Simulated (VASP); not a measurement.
A run of VASP 6.6.1:

Contents of POSCAR:

```
Mg2Ge
1.0
    0.0000000000      3.1831056354      3.1831056354
    3.1831056354      0.0000000000      3.1831056354
    3.1831056354      3.1831056354      0.0000000000
Mg Ge
2 1
Direct
    0.7500000000      0.7500000000      0.7500000000
    0.2500000000      0.2500000000      0.2500000000
    0.0000000000      0.0000000000      0.0000000000
```

INCAR.step1

```
SYSTEM = Mg2Ge
PREC = Accurate
ENCUT = 520
EDIFF = 1E-5
ISMEAR = -1
SIGMA = 0.02
LREAL = .False.
LASPH = .True.
NELM = 200
ALGO = Normal
ISIF = 2
LWAVE = .True.
LCHARG = .False.
LNONCOLLINEAR = .True.
MAGMOM = 0 0 0 0 0 0 0 0 0
LORBIT = 11
LSORBIT = .True.
GGA_COMPAT = .False.
LORBMOM = .True.
GGA = PE
NBANDS = 31
```

The input INCAR.step2:

```
SYSTEM = Mg2Ge
PREC = Accurate
ENCUT = 520
EDIFF = 1E-6
ISMEAR = -1
SIGMA = 0.02
LREAL = .False.
LASPH = .True.
NELM = 200
ALGO = Normal
ISIF = 2
LWAVE = .False.
LCHARG = .False.
LNONCOLLINEAR = .True.
MAGMOM = 0 0 0 0 0 0 0 0 0
LORBIT = 11
LSORBIT = .True.
GGA_COMPAT = .False.
LORBMOM = .True.
GGA = PE
LHFCALC = .True.
HFSCREEN = 0.2079
PRECFOCK = Normal
ISTART = 1
NBANDS = 31
```

The input KPOINTS:

```
regular mesh
0
Gamma
  4 4 4
  0 0 0
```

Potentials or basis: VASP PAW PBE potentials, release 64 (Mg, Ge_d).

Launch:

```sh
$ cat potpaw_PBE.64/Mg/POTCAR potpaw_PBE.64/Ge_d/POTCAR > POTCAR
$ cp INCAR.step1 INCAR
$ mpirun -np 1 vasp_ncl > vasp.out
$ cp INCAR.step2 INCAR
$ mpirun -np 1 vasp_ncl > vasp.out
```

Hardware: 1 thread of Intel(R) Xeon(R) 6975P-C (Granite Rapids) (shared host).

Q: Estimate the wall time of this run.

A: Run time: 41 min on 1 thread of Intel(R) Xeon(R) 6975P-C (Granite Rapids) (shared host), peak memory 0.53 GiB. Counts: k points 8.
